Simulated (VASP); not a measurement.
A run of VASP 6.6.1 is set up as follows.

INCAR

```
SYSTEM = HW18Se36
PREC = Accurate
ENCUT = 400
EDIFF = 1E-6
ISMEAR = -1
SIGMA = 0.01
LREAL = Auto
LASPH = .TRUE.
NELM = 120
ALGO = Normal
ISIF = 2
LWAVE = .FALSE.
LCHARG = .FALSE.
GGA = PE
NBANDS = 268
NELECT = 468.0
GGA_COMPAT = .FALSE.
ISYM = -1
```

KPOINTS

```
explicit points
1
Reciprocal
  0.25000000   0.25000000   0.25000000 1
```

File POSCAR:

```
HW18Se36
1.0
    9.7497821400      0.0000000800      0.0000000000
   -4.8748911500      8.4435589800      0.0000000000
    0.0000000000      0.0000000000     12.8261208300
W Se H
18 36 1
Direct
    0.2243974030      0.1123296449      0.7488130766
    0.1143528294      0.2205108054      0.2481302837
    0.2241781040      0.4456652688      0.7486013213
    0.1135316394      0.5559688755      0.2483570085
    0.2243000387      0.7790628333      0.7487987309
    0.1142796945      0.8888543337      0.2480931719
    0.5577338510      0.1124877504      0.7488151817
    0.4466472961      0.2211556725      0.2477935490
    0.5577033778      0.4456664499      0.7485946162
    0.4468951953      0.5561557603      0.2505126096
    0.5576729002      0.7791528396      0.7485819857
    0.4471440000      0.8894981349      0.2483726017
    0.8909457962      0.1124140817      0.7488731883
    0.7810273668      0.2220756605      0.2477833354
    0.8908713777      0.4456150466      0.7487856326
    0.7819233688      0.5564186794      0.2478080506
    0.8909890288      0.7789287603      0.7488091783
    0.7826070013      0.8887734373      0.2481364430
    0.1137996155      0.2230422024      0.8813574385
    0.2250011165      0.1104311564      0.3813325217
    0.1136176653      0.2226227110      0.6163236808
    0.2249236298      0.1112901543      0.1145931041
    0.1137167289      0.5561833585      0.8813415334
    0.2086146647      0.4354853199      0.3843753747
    0.1135171660      0.5564494785      0.6162425962
    0.2252350722      0.4450837604      0.1165328956
    0.1137247919      0.8895507225      0.8813989943
    0.2244725371      0.7785335541      0.3813665149
    0.1137874788      0.8896658398      0.6161853693
    0.2250906342      0.7781083779      0.1152526956
    0.4471893548      0.2231261686      0.8813620384
    0.5585122446      0.1128968196      0.3809258516
    0.4471205759      0.2228803007      0.6161429558
    0.5583351004      0.1113716334      0.1150318962
    0.4469929626      0.5562885242      0.8810707579
    0.5611378297      0.4418181911      0.3806709811
    0.4471070511      0.5563181326      0.6160211731
    0.5575408906      0.4456707135      0.1163695571
    0.4471058851      0.8895630364      0.8813462893
    0.5674750413      0.7942647136      0.3843689815
    0.4470115840      0.8899490111      0.6162504708
    0.5581554387      0.7779457656      0.1165619769
    0.7803705843      0.2229430673      0.8814764144
    0.8913526947      0.1116832287      0.3817899476
    0.7804494630      0.2229783604      0.6161958167
    0.8919232031      0.1112955960      0.1150209030
    0.7802463491      0.5561414267      0.8813749028
    0.8901120967      0.4445014167      0.3809312313
    0.7805618726      0.5563271304      0.6161270508
    0.8917889856      0.4448303065      0.1150148217
    0.7802086376      0.8894601146      0.8813236013
    0.8925549500      0.7779708704      0.3813251929
    0.7808509049      0.8898451418      0.6163066062
    0.8919265796      0.7782870877      0.1146001211
    0.4243759450      0.5788627731      0.3891123486
```

Potentials or basis: VASP PAW PBE potentials, release 64 (W_sv, Se, H).

Command:

```sh
$ cat potpaw_PBE.64/W_sv/POTCAR potpaw_PBE.64/Se/POTCAR potpaw_PBE.64/H/POTCAR > POTCAR
$ mpirun -np 1 vasp_std > vasp.out
```

(1) Predict the largest force.

Results:

(1) 0.058 eV/Å.

Caveat: the cell carries a net charge on a neutralising background, which shifts energy and pressure.
